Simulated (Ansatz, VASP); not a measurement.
**Two plane-wave programs on Ga3O2**

```
Ga O
1.0
     3.08040    0.00000    0.00000
    -1.54020    2.66771    0.00000
     0.00000    0.00000    8.92304
Ga O
3 2
Direct
  0.00000 0.00000 0.00000
  0.33333 0.66667 0.74294
  0.66667 0.33333 0.25706
  0.33333 0.66667 0.34130
  0.66667 0.33333 0.65870
```

Alike in both runs: task relaxation of cell and atoms; functional PBE; k mesh 12 × 12 × 4; occupations gaussian, width 0.1 eV; no spin polarisation.

|  | VASP | Ansatz |
| --- | --- | --- |
| version | VASP 6.6.1 | Ansatz 0.2.0 |
| potentials or method | VASP PAW PBE potentials, release 64 (Ga_d, O), cutoff 600 eV | scalar-relativistic, plane waves, PAW |
| valence electrons in the cell | 51 | 51 |

VASP gave:

| Property | Result |
| --- | --- |
| gap on the k mesh at the Fermi level, each at its own relaxed structure (eV) | none |
| relaxed volume (Å³/atom) | 14.70 |
| relaxed length of the cell vector where the two differ most in proportion (Å) | 8.873 |

**Question.** What did Ansatz give for the same quantities?

**Answer.** gap on the k mesh at the Fermi level, each at its own relaxed structure (eV): none; relaxed volume (Å³/atom): 14.92; relaxed length of the cell vector where the two differ most in proportion (Å): 9.033.

A gap of «none» marks a metal or a gap that the smearing closes.
